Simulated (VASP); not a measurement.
A run of VASP 6.6.1 is set up as follows.

POSCAR

```
Ag
1.0
    2.8904005511      0.0000000000      0.0000000000
   -1.4452002756      2.5031603044      0.0000000000
    0.0000000000      0.0000000000      4.7252623344
Ag
2
Direct
    0.6666666667      0.3333333333      0.7500000000
    0.3333333333      0.6666666667      0.2500000000
```

File INCAR.step1:

```
  PREC = Accurate
  ENCUT = 520
  EDIFF = 1E-5
  ISMEAR = -1
  SIGMA = 0.05
  LREAL = F
  LASPH = T
  NELM = 100
  ALGO = Normal
  ISIF = 2
  LWAVE = T
  LCHARG = F
  NBANDS = 18
  GGA = PE
```

The input INCAR.step2:

```
  PREC = Accurate
  ENCUT = 520
  EDIFF = 1E-7
  ISMEAR = -1
  SIGMA = 0.05
  LREAL = F
  LASPH = T
  NELM = 100
  ALGO = Normal
  ISIF = 2
  LWAVE = F
  LCHARG = F
  GGA = PE
  LHFCALC = T
  AEXX = 0.25
  HFSCREEN = 0.3
  PRECFOCK = Normal
  NBANDS = 18
  ISTART = 1
```

The input KPOINTS:

```
Automatic mesh
0
Gamma
  5 5 3
```

Potentials or basis: VASP PAW PBE potentials, release 64 (Ag).

Launch:

```console
$ cat potpaw_PBE.64/Ag/POTCAR > POTCAR
$ cp INCAR.step1 INCAR
$ mpirun -np 1 vasp_std > vasp.out
$ cp INCAR.step2 INCAR
$ mpirun -np 1 vasp_std > vasp.out
```

Question: Estimate the band gap on the k mesh.

Answer: Zero (bands 11 and 12 overlap by 5.91 eV).

Question: What does it give for the pressure?

Answer: 3.2 GPa.

Stress tensor (GPa, compression positive):
```
2.52 0.00 0.00
0.00 2.52 0.00
0.00 0.00 4.72
```

Caveat: the k points lie up to 0.50 Å⁻¹ apart, too coarse for converged energies and pressures of a metal; the PAW data sets were made with another functional, which shifts forces and pressure a little.
